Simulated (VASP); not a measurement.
## Te2Mo: single point with r2SCAN

System: Te2Mo, a slab with vacuum.

```xyz
3
Lattice="3.5602 0.0000 0.0000 -1.7801 3.0833 0.0000 0.0000 0.0000 18.2250" Properties=species:S:1:pos:R:3 pbc="T T T"
Te    0.0000    2.0555   16.3634
Te    0.0000    2.0555    1.8616
Mo    0.0000    0.0000    0.0000
```

This cell differs from its parent crystal: strain +0.0400 x Voigt [0, 0, 1, 0, 0, 0].

* Program: VASP 6.6.1
* Task: single point
* Functional: r2SCAN
* Potentials or basis: VASP PAW PBE potentials, release 64 (Te, Mo_sv)
* Cutoff: 520 eV
* k mesh: 12 × 12 × 2
* Occupations: gaussian, width 0.05 eV
* Spin: no spin polarisation

```json
{
 "Largest force": "0.910 eV/Å",
 "Band gap on the k mesh": "1.19 eV"
}
```

Forces on the atoms (eV/Å):
```
Te   0.000  0.000  0.910
Te   0.000  0.000 -0.910
Mo   0.000  0.000  0.000
```

Levels at points of the mesh, in eV from the valence-band top:
| k point | band 11 | band 12 | band 13 | band 14 | band 15 | band 16 |
| --- | --- | --- | --- | --- | --- | --- |
| (0.00, 0.00, 0.00) | -0.87 | -0.87 | -0.59 | 3.06 | 3.06 | 3.28 |
| (0.50, 0.00, 0.00) | -1.90 | -0.79 | -0.37 | 1.47 | 1.78 | 3.29 |
| (0.00, 0.00, 0.50) | -0.87 | -0.87 | -0.59 | 3.06 | 3.06 | 3.28 |
| (0.50, 0.00, 0.50) | -1.90 | -0.79 | -0.37 | 1.47 | 1.78 | 3.29 |

It used 540 s of CPU time on 1 thread of Intel(R) Xeon(R) Platinum 8488C (Sapphire Rapids), with other jobs on the host.

Caveat: the cell differs from its parent crystal (strain +0.0400 x Voigt [0, 0, 1, 0, 0, 0]); the PAW data sets were made with another functional, which shifts forces and pressure a little; spin-orbit coupling is left out, which moves the levels of the heavy elements.
